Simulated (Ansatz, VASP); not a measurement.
## Two plane-wave programs on ZnMo3

Contents of INCAR:

```
SYSTEM = ZnMo3
ALGO = Normal
EDIFF = 1E-6
ENCUT = 520
GGA = PE
ISIF = 2
ISMEAR = 1
LASPH = .TRUE.
LCHARG = .FALSE.
LREAL = .FALSE.
LWAVE = .FALSE.
NBANDS = 35
NELM = 100
PREC = Accurate
SIGMA = 0.1
```

KPOINTS

```
k-points
0
G
  6 6 6
  0 0 0
```

POSCAR

```
ZnMo3
1.0
    3.9166890818      0.0000000000      0.0000000000
    0.0000000000      3.9166890818      0.0000000000
    0.0000000000      0.0000000000      3.9166890818
Zn Mo
1 3
Direct
    0.0000000000      0.0000000000      0.0000000000
    0.0000000000      0.5000000000      0.5000000000
    0.5000000000      0.0000000000      0.5000000000
    0.5000000000      0.5000000000      0.0000000000
```

Input for Ansatz:

```yaml
crystal:
  lattice:
    - [3.9166890817912665, 0.0, 0.0]
    - [0.0, 3.9166890817912665, 0.0]
    - [0.0, 0.0, 3.9166890817912665]
  atoms:
    - { symbol: Zn, position: [0.0, 0.0, 0.0] }
    - { symbol: Mo, position: [0.0, 0.5, 0.5] }
    - { symbol: Mo, position: [0.5, 0.0, 0.5] }
    - { symbol: Mo, position: [0.5, 0.5, 0.0] }
basis:
  ecutwfc: 470.0
kpoints:
  mp_grid:
    grid: [6, 6, 6]
hamiltonian:
  xc: pbe
scf:
  occupations:
    method: methfessel_paxton
output:
  stress: true
```

Alike in both runs: task single point; functional PBE; k mesh 6 × 6 × 6; no spin polarisation.

|  | VASP | Ansatz |
| --- | --- | --- |
| version | VASP 6.6.1 | Ansatz 0.2.0 |
| potentials or method | VASP PAW PBE potentials, release 64 (Zn, Mo_sv), cutoff 520 eV | plane waves, PAW |
| occupations | methfessel-paxton of order 1, width 0.1 eV | methfessel-paxton of order 1 |
| valence electrons in the cell | 54 | 54 |

```csv
,VASP,Ansatz,Ansatz less VASP
pressure (GPa),3.4,2.8,-0.61
```
